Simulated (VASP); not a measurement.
ScAl2, 6 atoms in the cell. It takes space group R-3m (No. 166, trigonal). Conventional cell: a = 5.429 Å, b = 5.429 Å, c = 12.910 Å, α = 90.00°, β = 90.00°, γ = 120.00°. Sc (site symmetry 3m) has 12 Al at 3.11 to 3.18 Å and 4 Sc at 3.24 to 3.31 Å within 4.1 Å. Al (site symmetry 2/m) has 6 Al at 2.66 to 2.71 Å and 6 Sc at 3.11 to 3.16 Å within 3.5 Å. Within 3.5 Å of Al (site symmetry -3m) lie 6 Al at 2.66 Å and 6 Sc at 3.18 Å.  This cell differs from its parent crystal: biaxial strain in the a-b plane: +2.0 %, then relaxed in part.

| Property | Result |
| --- | --- |
| Program | VASP 6.6.1 |
| Task | single point |
| Functional | PBEsol |
| Potentials or basis | VASP PAW PBE potentials, release 64 (Sc_sv, Al) |
| Cutoff | 520 eV |
| k mesh | 8 × 8 × 8 |
| Occupations | gaussian, width 0.1 eV |
| Spin | no spin polarisation |
| Dipole correction | no |
| Further INCAR settings | ALGO = Fast; EDIFF = 1e-07; NBANDS = 26 |

Potentials or basis: VASP PAW PBE potentials, release 64 (Sc_sv, Al).

Launch:

```bash
$ cat potpaw_PBE.64/Sc_sv/POTCAR potpaw_PBE.64/Al/POTCAR > POTCAR
$ mpirun -np 1 vasp_std > vasp.out
```

Hardware: 1 thread of Intel(R) Xeon(R) Platinum 8259CL CPU @ 2.50GHz (Skylake/Cascade Lake), with other jobs on the host.

How long does it take, and how much memory?

Run time: 4.2 min on 1 thread of Intel(R) Xeon(R) Platinum 8259CL CPU @ 2.50GHz (Skylake/Cascade Lake), on a shared host, peak memory 0.34 GiB. Counts: scf iterations 19, k points 65.
